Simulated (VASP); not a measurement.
Set up this calculation in VASP 6.6.1, as the native input.

| Quantity | Value |
| --- | --- |
| Task | single point |
| Functional | PBE |
| Potentials or basis | VASP PAW PBE potentials, release 64 (Ba_sv, Ti_sv, O) |
| Cutoff | 600 eV |
| k mesh | 6 × 6 × 6 |
| Occupations | gaussian, width 0.01 eV |
| Spin | no spin polarisation |
| Dipole correction | no |
| Further INCAR settings | ALGO = Normal; EDIFF = 1e-06; NBANDS = 28 |

The structure of BaTiO3 lies in POSCAR:

```
BaTiO3
1.0
    3.9998000000      0.0000000000      0.0000000000
    0.0000000000      3.9998000000      0.0000000000
    0.0000000000      0.0000000000      4.0180000000
Ba Ti O
1 1 3
Direct
    0.0000000000      0.0000000000     -0.0000067764
    0.5000000000      0.5000000000      0.4856193147
    0.5000000000      0.5000000000      0.0253484569
    0.5000000000      0.0000000000      0.5160195024
    0.0000000000      0.5000000000      0.5160195024
```

These files were run (other wordings do the same):

INCAR

```
SYSTEM = BaTiO3
ALGO = Normal
EDIFF = 1E-6
ENCUT = 600
GGA = PE
GGA_COMPAT = .FALSE.
ISIF = 2
ISMEAR = 0
LASPH = .TRUE.
LCHARG = .FALSE.
LREAL = .FALSE.
LWAVE = .FALSE.
NBANDS = 28
NELM = 120
PREC = Accurate
SIGMA = 0.01
```

KPOINTS

```
k-points
0
G
  6 6 6
  0 0 0
```

Potentials or basis: VASP PAW PBE potentials, release 64 (Ba_sv, Ti_sv, O).

Run with:

```console
$ cat potpaw_PBE.64/Ba_sv/POTCAR potpaw_PBE.64/Ti_sv/POTCAR potpaw_PBE.64/O/POTCAR > POTCAR
$ mpirun -np 1 vasp_std > vasp.out
```

It gave:

| Item | Value |
| --- | --- |
| Pressure | 4.8 GPa |
| Largest force | 0.056 eV/Å |
| Band gap on the k mesh | 1.79 eV, indirect (least direct gap 2.14 eV) |

Caveat: spin-orbit coupling is left out, which moves the levels of the heavy elements.

Run time: 70 s on 1 thread of Intel Xeon 6975P-C, with other jobs on the host, peak memory 0.24 GiB.
